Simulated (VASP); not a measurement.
# Hf (Fd-3m) in VASP: further runs, part 2 of 2

VASP 6.6.1.

### Step 3. Single point, LDA (volume scaled by 1.04)

INCAR

```
ALGO = Normal ; EDIFF = 1E-6
ENCUT = 520 ; GGA = CA
ISIF = 2 ; ISMEAR = -1
LASPH = True ; LCHARG = False
LREAL = False ; LWAVE = False
NBANDS = 17 ; NELM = 60
PREC = Accurate ; SIGMA = 0.1
```

KPOINTS

```
k-points
0
Gamma
  10 10 10
```

POSCAR

```
Hf
1.0
    0.0000000000      3.1537994039      3.1537994039
    3.1537994039      0.0000000000      3.1537994039
    3.1537994039      3.1537994039      0.0000000000
Hf
2
Direct
    0.1250000000      0.1250000000      0.1250000000
    0.8750000000      0.8750000000      0.8750000000
```

Potentials or basis: VASP PAW LDA potentials, release 64 (Hf_pv).

Launch:

```sh
cat potpaw_LDA.64/Hf_pv/POTCAR > POTCAR
mpirun -np 1 vasp_std > vasp.out
```

OUTCAR:

```text
EDIFF = 1E-6
   ENCUT = 520
   GGA = CA
   ISIF = 2
   ISMEAR = -1
   LASPH = True
   LREAL = False
   NELM = 60
   PREC = Accurate

 ion  position               nearest neighbor table
   1  0.125  0.125  0.125-   2 2.73   2 2.73   2 2.73   2 2.73
   2  0.875  0.875  0.875-   1 2.73   1 2.73   1 2.73   1 2.73

  LATTYP: Found a face centered cubic cell.
 ALAT       =     6.3075988078

  Lattice vectors:

 A1 = (   0.0000000000,   3.1537994039,   3.1537994039)
 A2 = (   3.1537994039,   0.0000000000,   3.1537994039)
 A3 = (   3.1537994039,   3.1537994039,   0.0000000000)

Analysis of symmetry for initial positions (statically):
=====================================================================
 Subroutine PRICEL returns:
 Original cell was already a primitive cell.

 Routine SETGRP: Setting up the symmetry group for a
 face centered cubic supercell.

 Subroutine GETGRP returns: Found 48 space group operations
 (whereof 12 operations were pure point group operations)
 out of a pool of 48 trial point group operations.

The static configuration has the point symmetry D_3d.
 The point group associated with its full space group is O_h .

Analysis of symmetry for dynamics (positions and initial velocities):
=====================================================================
 Subroutine PRICEL returns:
 Original cell was already a primitive cell.

 Routine SETGRP: Setting up the symmetry group for a
 face centered cubic supercell.

 Subroutine GETGRP returns: Found 48 space group operations
 (whereof 12 operations were pure point group operations)
 out of a pool of 48 trial point group operations.

The dynamic configuration has the point symmetry D_3d.
 The point group associated with its full space group is O_h .

 Subroutine INISYM returns: Found 48 space group operations
[... 112 lines left out ...]
   ISMEAR =    -1;   SIGMA  =   0.10  broadening in eV -4-tet -1-fermi 0-gaus
   EFERMI_NEDOS =   21; number of points for ismear=-14 and -15
   IALGO  =     38    algorithm
   IMIX   =      4    mixing-type and parameters
     AMIX     =   0.40;   BMIX     =  1.00
     AMIX_MAG =   1.60;   BMIX_MAG =  1.00
  volume/ion in A,a.u.               =      31.37       211.69
  Fermi-wavevector in a.u.,A,eV,Ry     =   1.118341  2.113357 17.016612  1.250686
  Thomas-Fermi vector in A             =   2.254971
   LORBIT       =      0    0 simple, 1 ext, 2 COOP (PROOUT), +10 PAW based schemes
   GGA     = CA    functional components
   LHFCALC =     F    Hartree Fock is set to
   AEXX    =    0.0000 exact exchange contribution
   IVDW    =     0    specifies the selected vdW correction
   LEPSILON=     F    determine dielectric tensor
   LRPA    =     F    only Hartree local field effects (RPA)
 non-spin polarized calculation
  energy-cutoff  :      520.00
  volume of cell :       62.74
 maximum number of plane-waves:      1709
 NGX is ok and might be reduce to    36
   NGX = 17   NGY = 17   NGZ = 17

 number of electron      20.0000001 magnetization

 Free energy of the ion-electron system (eV)
  ---------------------------------------------------
  ext. energy  EPLUGINS =         0.00000000
  ---------------------------------------------------
  free energy    TOTEN  =       -16.00093469 eV

  energy without entropy =      -15.85020106  energy(sigma->0) =      -15.92556788

 E-fermi :   1.9418     XC(G=0):  -9.6818

 val. band max:        1.9378915818   @ k =  -0.3000   0.4000   0.1000
 cond. band min:       1.9444154866   @ k =  -0.4000   0.2000   0.1000
 fundamental gap:      0.0065239048
 Fermi energy:         1.9418168069

 k-point     1 :       0.0000    0.0000    0.0000
  band No.  band energies     occupation
      1     -28.8406      2.00000
      2     -28.8406      2.00000
      3     -28.8406      2.00000
      4     -28.0447      2.00000
      5     -28.0447      2.00000
      6     -28.0447      2.00000
[... 457 lines left out ...]
      4     -28.2704      2.00000
      5     -27.8921      2.00000
      6     -27.8861      2.00000
[... 9 lines left out ...]
     16       5.8477      0.00000
     17       8.1261      0.00000

 [... further k-points ...]

------------------------ aborting loop because EDIFF is reached ----------------------------------------

  FORCE on cell =-STRESS in cart. coord.  units (eV):
  Direction    XX          YY          ZZ          XY          YZ          ZX
  --------------------------------------------------------------------------------------
  -------------------------------------------------------------------------------------
  Total       -0.5456204     -0.5456204     -0.5456204      0.0000000      0.0000000      0.0000000
  in kB      -13.9337815    -13.9337815    -13.9337815      0.0000000      0.0000000      0.0000000
  external PRESSURE =     -13.9337815 kB  Pullay stress =       0.0000000 kB

 VOLUME and BASIS-vectors are now :
 -----------------------------------------------------------------------------
  energy-cutoff  :      520.00
  volume of cell :       62.74
      direct lattice vectors                 reciprocal lattice vectors
     0.000000000  3.153799404  3.153799404    -0.158538935  0.158538935  0.158538935
     3.153799404  0.000000000  3.153799404     0.158538935 -0.158538935  0.158538935
     3.153799404  3.153799404  0.000000000     0.158538935  0.158538935 -0.158538935

 POSITION                                       TOTAL-FORCE (eV/Angst)
 -----------------------------------------------------------------------------------
      0.78845      0.78845      0.78845        -0.000000      0.000000     -0.000000
      5.51915      5.51915      5.51915         0.000000     -0.000000      0.000000
 -----------------------------------------------------------------------------------
    total drift:                                0.000000      0.000000      0.000000

  FREE ENERGIE OF THE ION-ELECTRON SYSTEM (eV)
  ---------------------------------------------------
  free  energy   TOTEN  =       -16.0009346882 eV

  energy  without entropy=      -15.8502010623  energy(sigma->0) =      -15.92556788
```

OSZICAR:

```text
N       E                     dE             d eps       ncg     rms          rms(c)
DAV:   1     0.556812462319E+02    0.55681E+02   -0.11075E+04  1614   0.106E+03
DAV:   2    -0.141815774584E+02   -0.69863E+02   -0.68219E+02  2094   0.243E+02
DAV:   3    -0.163620415021E+02   -0.21805E+01   -0.21384E+01  2139   0.281E+01
DAV:   4    -0.163903148107E+02   -0.28273E-01   -0.28222E-01  1965   0.384E+00
DAV:   5    -0.163909192475E+02   -0.60444E-03   -0.60420E-03  2276   0.467E-01    0.309E+01
DAV:   6    -0.160707546822E+02    0.32016E+00   -0.51724E-01  1782   0.336E+00    0.176E+01
DAV:   7    -0.160098170672E+02    0.60938E-01   -0.33480E-01  1931   0.289E+00    0.141E+00
DAV:   8    -0.160009748460E+02    0.88422E-02   -0.50927E-02  1790   0.102E+00    0.125E-01
DAV:   9    -0.160009244383E+02    0.50408E-04   -0.11528E-03  2086   0.196E-01    0.962E-02
DAV:  10    -0.160009364640E+02   -0.12026E-04   -0.30722E-05  2241   0.286E-02    0.337E-02
DAV:  11    -0.160009348275E+02    0.16365E-05   -0.14425E-05  1887   0.168E-02    0.128E-02
DAV:  12    -0.160009346882E+02    0.13933E-06   -0.55875E-07  1228   0.422E-03
   1 F= -.16000935E+02 E0= -.15925568E+02  d E =-.150734E+00
```

Wall time 27 s (1 thread of Intel Xeon 6975P-C (Granite Rapids), shared host); peak memory 0.19 GiB.

What came out:

- Free energy: -16.0009 eV
- Pressure: -1.4 GPa
- Band gap on the k mesh: zero (band 10 reaches 2.27 eV, above the bottom of band 11 at 1.63 eV)

Caveat: the cell differs from its parent crystal (volume scaled by 1.04); spin-orbit coupling is left out, which moves the levels of the heavy elements.

### Step 4. Single point, LDA (volume scaled by 1.08)

INCAR

```
SYSTEM = Hf
PREC = Accurate
ENCUT = 520
EDIFF = 1E-7
ISMEAR = -1
SIGMA = 0.1
LREAL = .FALSE.
LASPH = .TRUE.
NELM = 60
ALGO = Normal
ISIF = 2
LWAVE = .FALSE.
LCHARG = .TRUE.
GGA = CA
LELF = .TRUE.
LVHAR = .TRUE.
NBANDS = 17
```

KPOINTS

```
Automatic mesh
0
G
  10 10 10
  0 0 0
```

POSCAR

```
Hf
1.0
    0.0000000000      3.1937251538      3.1937251538
    3.1937251538      0.0000000000      3.1937251538
    3.1937251538      3.1937251538      0.0000000000
Hf
2
Direct
    0.1250000000      0.1250000000      0.1250000000
    0.8750000000      0.8750000000      0.8750000000
```

Launch:

```sh
cat potpaw_LDA.64/Hf_pv/POTCAR > POTCAR
mpirun -np 1 vasp_std > vasp.out
```

Wall time 29 s (1 thread of Intel Xeon 6975P-C (Granite Rapids), shared host); peak memory 0.19 GiB.

The run converged. Its results:

```
Free energy            : -15.9727 eV
Pressure               : -2.4 GPa
Band gap on the k mesh : zero (band 10 reaches 2.07 eV, above the bottom of band 11 at 1.46 eV)
```

Levels at points of the mesh, in eV from the Fermi level:
```tsv
k point	band 8	band 9	band 10	band 11	band 12	band 13
(0.00, 0.00, 0.00)	-0.43	-0.43	0.17	0.17	0.17	2.18
(0.50, 0.00, 0.00)	-0.87	-0.38	-0.38	0.05	0.18	0.18
(0.50, 0.50, 0.00)	-1.43	-1.01	-1.01	0.30	0.30	2.16
```

Caveat: the cell differs from its parent crystal (volume scaled by 1.08); spin-orbit coupling is left out, which moves the levels of the heavy elements.

### Step 5. Single point, LDA (volume scaled by 1.12)

INCAR

```
ALGO = Normal
EDIFF = 1E-7
ENCUT = 520
ISIF = 2
ISMEAR = -1
LASPH = True
LCHARG = False
LREAL = False
LWAVE = False
NBANDS = 17
NELM = 80
PREC = Accurate
SIGMA = 0.1
```

KPOINTS

```
k-points
0
Gamma
  10 10 10
```

POSCAR

```
Hf
1.0
    0.0000000000      3.2326768604      3.2326768604
    3.2326768604      0.0000000000      3.2326768604
    3.2326768604      3.2326768604      0.0000000000
Hf
2
Direct
    0.1250000000      0.1250000000      0.1250000000
    0.8750000000      0.8750000000      0.8750000000
```

Launch:

```sh
cat potpaw_LDA.64/Hf_pv/POTCAR > POTCAR
mpirun -np 1 vasp_std > vasp.out
```

Run time: 32 s. Hardware: 1 thread of Intel Xeon 6975P-C (Granite Rapids), shared host; peak memory 0.19 GiB.

The run converged. Its results:

```yaml
Free_energy: -15.9304 eV
Pressure: -3.2 GPa
Band_gap_on_the_k_mesh: zero (band 10 reaches 1.89 eV, above the bottom of band 11 at 1.23 eV)
```

Levels at points of the mesh, in eV from the Fermi level:
```tsv
k point	band 7	band 8	band 9	band 10	band 11	band 12	band 13	band 14
(0.00, 0.00, 0.00)	-5.12	-0.37	-0.37	0.17	0.17	0.17	2.12	2.12
(0.50, 0.00, 0.00)	-2.96	-0.81	-0.31	-0.31	-0.01	0.19	0.19	3.17
(0.50, 0.50, 0.00)	-1.33	-1.33	-1.09	-1.09	0.31	0.31	2.13	2.13
```

Caveat: the cell differs from its parent crystal (volume scaled by 1.12); spin-orbit coupling is left out, which moves the levels of the heavy elements.

### Step 6. Relaxation of cell and atoms, LDA

INCAR

```
ALGO     = Normal         # electronic algorithm
EDIFF    = 1E-6           # SCF threshold, eV
EDIFFG   = -0.01          # ionic threshold
ENCUT    = 600            # plane-wave cutoff, eV
GGA      = CA             # functional
IBRION   = 2              # ionic algorithm
ISIF     = 3              # what is computed and relaxed
ISMEAR   = -1             # smearing method
LASPH    = T              # aspherical terms in the spheres
LCHARG   = F              # write CHGCAR
LREAL    = F              # projectors in reciprocal space
LWAVE    = F              # write WAVECAR
NELM     = 60             # most SCF steps
NSW      = 80             # ionic steps
PREC     = Accurate       # precision mode
SIGMA    = 0.1            # smearing width, eV
```

KPOINTS

```
k-points
0
Gamma
  9 9 9
```

POSCAR

```
Hf
1.0
    0.0000000000      3.1145822620      3.1145822620
    3.1145822620      0.0000000000      3.1145822620
    3.1145822620      3.1145822620      0.0000000000
Hf
2
Direct
    0.1250000000      0.1250000000      0.1250000000
    0.8750000000      0.8750000000      0.8750000000
```

Potentials or basis: VASP PAW LDA potentials, release 64 (Hf_pv).

Launch:

```sh
cat potpaw_LDA.64/Hf_pv/POTCAR > POTCAR
mpirun -np 1 vasp_std > vasp.out
```

It took 32 s on 1 thread of Intel Xeon 6975P-C (Granite Rapids), shared host; peak memory 0.19 GiB.

Results (log left out):

* Free energy: -16.0128 eV
* Relaxed volume: 29.91 Å³/atom
* Relaxed cell: a = 4.390 Å, b = 4.390 Å, c = 4.390 Å, α = 60.00°, β = 60.00°, γ = 60.00°
* Space group after relaxing (to 0.05 Å): Fd-3m (No. 227)
* Energy gained by relaxing: 0.4 meV/atom
* Ionic steps: 2
* Pressure after relaxing: 0.0 GPa
* Band gap on the k mesh: zero (band 10 reaches 2.52 eV, above the bottom of band 11 at 1.90 eV)

The path:
| step | energy change (eV) | largest force (eV/Å) | pressure (GPa) | volume (Å³) |
| --- | --- | --- | --- | --- |
| 1 | 0.0000 | 0.0000 | -0.37 | 60.43 |
| 2 | -0.0008 | 0.0000 | -0.05 | 59.83 |

Final structure:
```
CELL_PARAMETERS angstrom
0.00000 3.10424 3.10424
3.10424 0.00000 3.10424
3.10424 3.10424 0.00000
ATOMIC_POSITIONS crystal
Hf 0.12500 0.12500 0.12500
Hf 0.87500 0.87500 0.87500
```

Levels at points of the mesh, in eV from the Fermi level:
```
           k point  band 7  band 8  band 9  band 10  band 11  band 12  band 13  band 14
(0.00, 0.00, 0.00)   -5.40   -0.62   -0.62     0.18     0.18     0.18     2.34     2.34
```

Caveat: spin-orbit coupling is left out, which moves the levels of the heavy elements.

### Step 7. The runs side by side

```tsv
task	cell	k mesh	cutoff (eV)	gap on the mesh (eV)	pressure (GPa)
single point	a = 4.402 Å, angles 60.0°, 2 atoms	10 × 10 × 10	520	none	-0.2
single point	a = 4.460 Å, angles 60.0°, 2 atoms	10 × 10 × 10	520	none	-1.4
single point	a = 4.517 Å, angles 60.0°, 2 atoms	10 × 10 × 10	520	none	-2.4
single point	a = 4.572 Å, angles 60.0°, 2 atoms	10 × 10 × 10	520	none	-3.2
relaxation of cell and atoms	relaxed from a = 4.405 Å, angles 60.0°, 2 atoms	9 × 9 × 9	600	none	0.0
```

Alike in all rows: level LDA; potentials or basis VASP PAW LDA potentials, release 64 (Hf_pv); no spin polarisation; smearing fermi-dirac 0.1 eV.

Caveats: spin-orbit coupling is left out, which moves the levels of the heavy elements.

Absolute energies hang on the potentials; compare differences alone.
